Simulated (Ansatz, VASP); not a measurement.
**One calculation of Cd3C, two programs**

```
CELL_PARAMETERS angstrom
4.11611 0.00000 0.00000
0.00000 4.11611 0.00000
0.00000 0.00000 4.11611
ATOMIC_POSITIONS crystal
Cd 0.00000 0.50000 0.50000
Cd 0.50000 0.00000 0.50000
Cd 0.50000 0.50000 0.00000
C 0.00000 0.00000 0.00000
```

Alike in both runs: functional r2SCAN; k mesh 4 × 4 × 4; occupations gaussian, width 0.1 eV; no spin polarisation.

Ansatz relaxed the structure, and its values are those at the end. VASP's run is a single point on that final structure, the one shown.

```csv
,VASP,Ansatz
version,VASP 6.6.1,Ansatz 0.2.0
potentials or method,"VASP PAW PBE potentials, release 64 (Cd, C), cutoff 520 eV","scalar-relativistic, plane waves, PAW"
valence electrons in the cell,40,64
```

Ansatz gave:

```
gap on the k mesh at the Fermi level (eV) : none
pressure (GPa)                            : -0.1
```

Task: Which values does VASP return?

Result: gap on the k mesh at the Fermi level (eV): none; pressure (GPa): 0.6.

VASP's potentials were made for PBE, not for r2SCAN. A gap of «none» marks a metal or a gap that the smearing closes. VASP's potentials hold 40 valence electrons a cell and Ansatz's 64, so a difference there can come from the potentials and not from the codes.

The k mesh is coarse, so the values compare programs but aren't converged.
